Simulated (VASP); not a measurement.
Write the native input for VASP 6.6.1 that does the following.

```
Task                   : electric field gradients
Functional             : LDA
Potentials or basis    : VASP PAW LDA potentials, release 64 (Ti_sv, Ag)
Cutoff                 : 520 eV
k mesh                 : 9 × 9 × 9
Occupations            : fermi-dirac, width 0.08 eV
Spin                   : no spin polarisation
Dipole correction      : no
Further INCAR settings : ALGO = Normal; EDIFF = 1e-08; NBANDS = 32
```

The structure of Ti3Ag lies in POSCAR:

```
Ti3Ag
1.0
    4.1032600000      0.0000000000      0.0000000000
    0.0000000000      4.1032600000      0.0000000000
    0.0000000000      0.0000000000      3.9500000000
Ti Ag
3 1
Direct
    0.0000000000      0.5000000000      0.5000000000
    0.5000000000      0.0000000000      0.5000000000
    0.5000000000      0.5000000000      0.0000000000
    0.0000000000      0.0000000000      0.0000000000
```

This cell differs from its parent crystal: equal xx and yy strain of -2 %.

These files were run (other wordings do the same):

INCAR

```
SYSTEM = Ti3Ag
PREC     = Accurate       ! precision mode
ENCUT    = 520            ! plane-wave cutoff, eV
EDIFF    = 1E-8           ! SCF threshold, eV
ISMEAR   = -1             ! smearing method
SIGMA    = 0.08           ! smearing width, eV
LREAL    = .FALSE.        ! projectors in reciprocal space
LASPH    = .TRUE.         ! aspherical terms in the spheres
NELM     = 100            ! most SCF steps
ALGO     = Normal         ! electronic algorithm
ISIF     = 2              ! what is computed and relaxed
LWAVE    = .FALSE.        ! write WAVECAR
LCHARG   = .FALSE.        ! write CHGCAR
LEFG     = .TRUE.       
NBANDS   = 32             ! bands
```

KPOINTS

```
Automatic mesh
0
G
  9 9 9
  0 0 0
```

Potentials or basis: VASP PAW LDA potentials, release 64 (Ti_sv, Ag).

Command:

```sh
$ cat potpaw_LDA.64/Ti_sv/POTCAR potpaw_LDA.64/Ag/POTCAR > POTCAR
$ mpirun -np 1 vasp_std > vasp.out
```

It gave:

```yaml
Pressure: -5.7 GPa
Band_gap_on_the_k_mesh: zero (an odd number of electrons rules out a gap without spin polarisation)
Largest_electric_field_gradient_by_atom: Ti +3.5, -2.7 (each value once); Ag +1.0 V/Å²
```

Caveat: the cell differs from its parent crystal (equal xx and yy strain of -2 %); the cell stands under tension; without QUAD_EFG the Cq values of the log hold for a quadrupole moment of 1 mb, not for the nuclei.

Run time: 110 s on 1 thread of Intel(R) Xeon(R) Platinum 8488C (Sapphire Rapids), with other jobs on the host, peak memory 0.25 GiB.
